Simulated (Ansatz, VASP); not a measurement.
# Two plane-wave programs on SiC

INCAR

```
PREC = Accurate
ENCUT = 520
EDIFF = 1E-6
ISMEAR = -1
SIGMA = 0.02
LREAL = False
LASPH = True
NELM = 80
ALGO = Normal
ISIF = 2
LWAVE = False
LCHARG = False
GGA = PE
NBANDS = 11
```

KPOINTS

```
Automatic mesh
0
Gamma
  10 10 10
```

The input POSCAR:

```
SiC
1.0
    0.0000000000      2.1780523510      2.1562718275
    2.1780523510      0.0000000000      2.1562718275
    2.1780523510      2.1780523510      0.0000000000
Si C
1 1
Direct
    0.0000000000      0.0000000000      0.0000000000
    0.2500000000      0.2500000000      0.2500000000
```

Input for Ansatz:

```yaml
crystal:
  lattice:
    - [0.0, 2.178052351, 2.1562718275]
    - [2.178052351, 0.0, 2.1562718275]
    - [2.178052351, 2.178052351, 0.0]
  atoms:
    - { symbol: Si, position: [0.0, 0.0, 0.0] }
    - { symbol: C, position: [0.25, 0.25, 0.25] }
kpoints:
  mp_grid: { grid: [10, 10, 10] }
  band_path:
    path:
      - [0.0, 0.0, 0.0]
      - [-0.5, -0.5, 0.0]
      - [-0.375, -0.375, 0.25]
      - [-0.375, 0.0, 0.375]
      - [0.0, 0.0, 0.5]
      - [-0.5, -0.25, 0.25]
    npoints: 1
hamiltonian:
  xc: pbe
scf:
  occupations: { method: fermi_dirac, width: 0.02 }
  n_extra_bands: 4
output:
  forces: true
  stress: true
  eigenvalues: true
```

Change from the starting cell: uniaxial_z strain -1.0%.

Alike in both runs: task single point; functional PBE; k mesh 10 × 10 × 10; occupations fermi-dirac, width 0.02 eV; no spin polarisation.

```csv
,VASP,Ansatz
version,VASP 6.6.1,Ansatz 0.2.0
potentials or method,"VASP PAW PBE potentials, release 64 (Si, C)","plane waves, PAW"
plane-wave cutoff (eV),520,420
valence electrons in the cell,8,8
```

VASP gave:

| Item | Value |
| --- | --- |
| gap on the k mesh at the Fermi level (eV) | 1.24 |
| pressure (GPa) | 5.8 |
| traceless stress, the component that is largest in VASP (GPa) | 1.69 |

Which values does Ansatz return?

gap on the k mesh at the Fermi level (eV): 1.24; pressure (GPa): 5.9; traceless stress, the component that is largest in VASP (GPa): 1.68.
